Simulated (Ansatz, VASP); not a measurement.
**One calculation of Ti, two programs**

```
Ti
1.0
     2.86660    0.00000    0.00000
    -1.43330    2.48255    0.00000
     0.00000    0.00000    4.82400
Ti
2
Direct
  0.33333 0.66667 0.25000
  0.66667 0.33333 0.75000
```

Alike in both runs: task single point; functional r2SCAN; k mesh 18 × 18 × 10; no spin polarisation.

|  | VASP | Ansatz |
| --- | --- | --- |
| version | VASP 6.6.1 | Ansatz 0.2.0 |
| potentials or method | VASP PAW PBE potentials, release 64 (Ti_sv), cutoff 520 eV | scalar-relativistic, plane waves, PAW |
| occupations | methfessel-paxton of order 1, width 0.05 eV | cold, width 0.05 eV |
| valence electrons in the cell | 24 | 24 |

VASP gave:

| Quantity | Value |
| --- | --- |
| gap on the k mesh at the Fermi level (eV) | none |
| pressure (GPa) | 1.3 |
| traceless stress, the component that is largest in VASP (GPa) | -5.33 |

**Question.** What did Ansatz give for the same quantities?

**Answer.** gap on the k mesh at the Fermi level (eV): none; pressure (GPa): 1.0; traceless stress, the component that is largest in VASP (GPa): -5.33.

VASP's potentials were made for PBE, not for r2SCAN. A gap of «none» marks a metal or a gap that the smearing closes.
